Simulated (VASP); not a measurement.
A run of VASP 6.6.1 is set up as follows.

The input INCAR:

```
PREC = Accurate ; ENCUT = 520
EDIFF = 1E-6 ; ISMEAR = 0
SIGMA = 0.02 ; LREAL = Auto
LASPH = True ; NELM = 100
ALGO = Normal ; ISIF = 2
LWAVE = False ; LCHARG = False
GGA = PE ; NBANDS = 46
NELECT = 64.0
```

The input KPOINTS:

```
regular mesh
0
Gamma
  3 3 3
```

POSCAR

```
Mg8HO8
1.0
    0.0000000000      4.2202000000      4.2202000000
    4.2202000000      0.0000000000      4.2202000000
    4.2202000000      4.2202000000      0.0000000000
Mg O H
8 8 1
Direct
   -0.0116442349      0.0199819914     -0.0070572485
   -0.0128165727      0.0181357519      0.5034546941
   -0.0138434197      0.5146663665     -0.0000118478
   -0.0116441164      0.5076213213      0.5053019999
    0.5053477323      0.0409045780     -0.0368161462
    0.4883000806      0.0107814796      0.4961008957
    0.4972202739      0.5104511635     -0.0042272878
    0.5053491541      0.4778630160      0.5262256528
    0.2393619971      0.2677156296      0.2456010379
    0.2412443723      0.2625345955      0.7478535377
    0.2513963793      0.7644566608      0.2497765509
    0.2393619971      0.7602806739      0.7530359936
    0.7420281029      0.2577880195      0.2510423677
    0.7490133169      0.2631842093      0.7485014928
    0.7200452585      0.7638329937      0.2491524098
    0.7420285768      0.7657215298      0.7431079096
    0.3902642055     -0.2108198664      0.2744957585
```

Potentials or basis: VASP PAW PBE potentials, release 64 (Mg, O, H).

Run with:

```console
$ cat potpaw_PBE.64/Mg/POTCAR potpaw_PBE.64/O/POTCAR potpaw_PBE.64/H/POTCAR > POTCAR
$ mpirun -np 1 vasp_std > vasp.out
```

(1) What does it give for the largest force?

Answers

(1) 0.233 eV/Å.

Caveat: the k points lie up to 0.43 Å⁻¹ apart; the cell carries a net charge on a neutralising background, which shifts energy and pressure.
